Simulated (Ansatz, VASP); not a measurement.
Two plane-wave programs on GaN

```
Ga N
1.0
    -3.18000    0.00000    0.00000
    -1.59000   -2.75396    0.00000
    -0.31800    0.00000   10.33200
Ga N
4 4
Direct
  0.24271 0.33333 0.90625
  0.29271 0.33333 0.40625
  0.65104 0.66667 0.15625
  0.60104 0.66667 0.65625
  0.32396 0.33333 0.09375
  0.27396 0.33333 0.59375
  0.63229 0.66667 0.34375
  0.58229 0.66667 0.84375
```

Alike in both runs: task single point; functional PBE; k mesh 10 × 10 × 3; occupations gaussian, width 0.05 eV; no spin polarisation.

|  | VASP | Ansatz |
| --- | --- | --- |
| version | VASP 6.6.1 | Ansatz 0.2.0 |
| potentials or method | VASP PAW PBE potentials, release 64 (Ga_d, N), cutoff 520 eV | scalar-relativistic, plane waves, PAW |
| valence electrons in the cell | 72 | 72 |

```csv
,VASP,Ansatz,Ansatz less VASP
gap on the k mesh at the Fermi level (eV),1.86,1.86,-0.008
least direct gap on the mesh (eV),1.86,1.86,-0.008
pressure (GPa),7.1,7.1,-0.02
"traceless stress, the component that is largest in VASP (GPa)",2.50,2.49,-0.007
rms of the force components (eV/Å),0.142,0.143,+0.0006
```

Atom by atom the forces differ by 0.002 eV/Å (rms over components).
